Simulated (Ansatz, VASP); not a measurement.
## InSb: VASP beside Ansatz

The input INCAR:

```
ALGO = Normal
EDIFF = 1E-6
ENCUT = 500
GGA = PS
GGA_COMPAT = False
ISIF = 2
ISMEAR = 0
LASPH = True
LCHARG = False
LREAL = False
LWAVE = False
NBANDS = 16
NELM = 120
PREC = Accurate
SIGMA = 0.15
```

File KPOINTS:

```
k-points
0
Gamma
  14 14 8
```

POSCAR

```
InSb
1.0
    3.0361886953      0.0000000000      0.0000000000
    0.0000000000      3.0361886953      0.0000000000
    0.0000000000      0.0000000000      5.9744287867
In Sb
1 1
Direct
    0.0000000000      0.0000000000      0.0000000000
    0.0000000000      0.0000000000      0.5000000000
```

Input for Ansatz:

```yaml
crystal:
  lattice:
    - [3.0361886953, 0.0, 0.0]
    - [0.0, 3.0361886953, 0.0]
    - [0.0, 0.0, 5.9744287867]
  atoms:
    - { symbol: In, position: [0.0, 0.0, 0.0] }
    - { symbol: Sb, position: [0.0, 0.0, 0.5] }
basis:
  ecutwfc: 420
kpoints:
  mp_grid: { grid: [14, 14, 8] }
hamiltonian:
  xc: pbesol
  pseudopotentials: { kind: paw, azcp: { folder: soft_1 } }
scf:
  occupations: { method: gaussian, width: 0.15 }
output:
  forces: true
  stress: true
  eigenvalues: true
```

Change from the starting cell: normal strain along x +0.0000, normal strain along z -0.0200.

Alike in both runs: task single point; functional PBEsol; k mesh 14 × 14 × 8; occupations gaussian, width 0.15 eV; no spin polarisation.

|  | VASP | Ansatz |
| --- | --- | --- |
| version | VASP 6.6.1 | Ansatz 0.2.0 |
| potentials or method | VASP PAW PBE potentials, release 64 (In_d, Sb), cutoff 500 eV | scalar-relativistic, plane waves, PAW |
| valence electrons in the cell | 18 | 28 |

```csv
,VASP,Ansatz,Ansatz less VASP
gap on the k mesh at the Fermi level (eV),none,none,-
pressure (GPa),1.1,1.0,-0.05
"traceless stress, the component that is largest in VASP (GPa)",1.35,1.38,+0.026
```

VASP's potentials were made for PBE, not for PBEsol, and Ansatz warns of the same on its side. A gap of «none» marks a metal or a gap that the smearing closes. VASP's potentials hold 18 valence electrons a cell and Ansatz's 28, so a difference there can come from the potentials and not from the codes.

Spin-orbit coupling is off throughout.
